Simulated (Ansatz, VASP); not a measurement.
MgS: VASP beside Ansatz

```
CELL_PARAMETERS angstrom
0.00000 2.84847 2.84847
2.84847 0.00000 2.84847
2.84847 2.84847 0.00000
ATOMIC_POSITIONS crystal
Mg 0.00000 0.00000 0.00000
S 0.25000 0.25000 0.25000
```

Alike in both runs: task single point; functional PBE; k mesh 6 × 6 × 6; no spin polarisation.

|  | VASP | Ansatz |
| --- | --- | --- |
| version | VASP 6.6.1 | Ansatz 0.2.0 |
| potentials or method | VASP PAW PBE potentials, release 64 (Mg, S) | plane waves, PAW |
| plane-wave cutoff (eV) | 520 | 420 |
| occupations | gaussian, width 0.01 eV | fixed |
| valence electrons in the cell | 8 | 16 |

|  | VASP | Ansatz | Ansatz less VASP |
| --- | --- | --- | --- |
| gap on the k mesh at the Fermi level (eV) | 3.37 | 3.37 | +0.008 |
| pressure (GPa) | -0.1 | 0.0 | +0.15 |

VASP's potentials hold 8 valence electrons a cell and Ansatz's 16, so a difference there can come from the potentials and not from the codes.
